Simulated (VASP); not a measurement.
GaSi62 (a cell with a defect), 63 atoms in the cell. The cell holds a defect, 63 atoms: a = 10.860 Å, b = 10.860 Å, c = 10.860 Å, α = 90.00°, β = 90.00°, γ = 90.00°. 

| Property | Result |
| --- | --- |
| Program | VASP 6.6.1 |
| Task | single point |
| Functional | LDA |
| Potentials or basis | VASP PAW LDA potentials, release 64 (Ga_d, Si) |
| Cutoff | 520 eV |
| k mesh | 1 × 1 × 1 |
| Occupations | gaussian, width 0.05 eV |
| Spin | collinear spin, zero start |
| Dipole correction | no |
| Further INCAR settings | LREAL = Auto; ALGO = Normal; EDIFF = 1e-07; NBANDS = 172 |

Potentials or basis: VASP PAW LDA potentials, release 64 (Ga_d, Si).

Run with:

```bash
$ cat potpaw_LDA.64/Ga_d/POTCAR potpaw_LDA.64/Si/POTCAR > POTCAR
$ mpirun -np 1 vasp_gam > vasp.out
```

Hardware: 1 thread of Oxide Virtual Turin-like Processor, on a shared host.

**Question.** Estimate the wall time of this run.

**Answer.** Run time: 14 min on 1 thread of Oxide Virtual Turin-like Processor, with other jobs on the host, peak memory 0.92 GiB. Counts: scf iterations 17, k points 1.
